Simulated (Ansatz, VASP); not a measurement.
## Yb in VASP and in Ansatz

Contents of INCAR:

```
  AGGAC = 1.0
  AGGAX = 1.0
  ALDAC = 0.0
  ALDAX = 1.0
  ALGO = Normal
  EDIFF = 1E-6
  ENCUT = 520
  GGA = B5
  ISIF = 2
  ISMEAR = -1
  LASPH = T
  LCHARG = T
  LELF = T
  LREAL = F
  LVHAR = T
  LWAVE = F
  NBANDS = 18
  NELM = 60
  PREC = Accurate
  SIGMA = 0.1
```

File KPOINTS:

```
k-points
0
Gamma
  17 17 17
```

The input POSCAR:

```
Yb
1.0
    0.0000000000      2.5793552156      2.5793552156
    2.5793552156      0.0000000000      2.5793552156
    2.5793552156      2.5793552156      0.0000000000
Yb
1
Direct
    0.0000000000      0.0000000000      0.0000000000
```

Input for Ansatz:

```yaml
crystal:
  lattice:
    - [0.0, 2.5793552156, 2.5793552156]
    - [2.5793552156, 0.0, 2.5793552156]
    - [2.5793552156, 2.5793552156, 0.0]
  atoms:
    - { symbol: Yb, position: [0.0, 0.0, 0.0] }
hamiltonian:
  xc: blyp
  pseudopotentials:
    kind: paw
    azcp:
      Yb: "pseudopotentials/Yb.paw.azcp"
basis:
  ecutwfc: 420
  fft_grid_basis: typed
kpoints:
  mp_grid: { grid: [17, 17, 17], shift: [0, 0, 0] }
magnetization:
  spin_polarized: false
scf:
  occupations: { method: fermi_dirac, width: 0.1 }
output:
  stress: true
```

Alike in both runs: task single point; functional BLYP; k mesh 17 × 17 × 17; occupations fermi-dirac, width 0.1 eV; no spin polarisation.

```csv
,VASP,Ansatz
version,VASP 6.6.1,Ansatz 0.2.0
potentials or method,"VASP PAW PBE potentials, release 64 (Yb), cutoff 520 eV","plane waves (420 eV) with PAW, scalar-relativistic"
valence electrons in the cell,24,24
```

VASP gave:

- pressure (GPa): 2.2

Problem. Which values does Ansatz return?

Solution. Pressure (GPa): 1.6.

VASP's potentials were made for PBE, not for BLYP. With one functional, cell and mesh, what is left measures potentials, basis and numerics.

Neither program's run includes spin-orbit coupling.
